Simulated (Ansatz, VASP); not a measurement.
# One calculation of CsH, two programs

```xyz
2
Lattice="0.0000 2.9330 3.0605 2.9330 0.0000 3.0605 2.9330 2.9330 0.0000" Properties=species:S:1:pos:R:3 pbc="T T T"
Cs    0.0000    0.0000    0.0000
H     2.9330    2.9330    3.0605
```

Change from the starting cell: strain -0.080 along x and y, -0.040 along z, atoms carried along.

Alike in both runs: task single point; functional LDA; k mesh 8 × 8 × 8; occupations gaussian, width 0.05 eV; no spin polarisation.

```csv
,VASP,Ansatz
version,VASP 6.6.1,Ansatz 0.2.0
potentials or method,"VASP PAW LDA potentials, release 64 (Cs_sv, H), cutoff 520 eV","scalar-relativistic, plane waves, PAW"
valence electrons in the cell,10,10
```

|  | VASP | Ansatz | Ansatz less VASP |
| --- | --- | --- | --- |
| gap on the k mesh at the Fermi level (eV) | 1.56 | 1.60 | +0.035 |
| least direct gap on the mesh (eV) | 1.56 | 1.60 | +0.035 |
| pressure (GPa) | 1.2 | 1.1 | -0.10 |
| traceless stress, the component that is largest in VASP (GPa) | -1.19 | -1.16 | +0.031 |

LDA's correlation is that of Perdew and Zunger in VASP and of Perdew and Wang (1992) in Ansatz.

Spin-orbit coupling is off throughout.
